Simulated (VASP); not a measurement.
Input of a VASP 6.6.1 run:

File INCAR:

```
SYSTEM = CdSe
PREC = Accurate
ENCUT = 520
EDIFF = 1E-6
ISMEAR = -1
SIGMA = 0.1
LREAL = .FALSE.
LASPH = .TRUE.
NELM = 100
ALGO = Normal
ISIF = 2
LWAVE = .FALSE.
LCHARG = .FALSE.
GGA = PE
NBANDS = 16
```

KPOINTS

```
regular mesh
0
G
  6 6 6
  0 0 0
```

The input POSCAR:

```
CdSe
1.0
    0.0000000000      3.0392550512      3.0392550512
    3.0392550512      0.0000000000      3.0392550512
    3.0392550512      3.0392550512      0.0000000000
Cd Se
1 1
Direct
    0.0000000000      0.0000000000      0.0000000000
    0.7500000000      0.7500000000      0.7500000000
```

Potentials or basis: VASP PAW PBE potentials, release 64 (Cd, Se).

Run with:

```console
$ cat potpaw_PBE.64/Cd/POTCAR potpaw_PBE.64/Se/POTCAR > POTCAR
$ mpirun -np 1 vasp_std > vasp.out
```

Q: Predict the band gap on the k mesh.

A: 0.61 eV, direct.

Q: Predict the pressure.

A: 3.3 GPa.
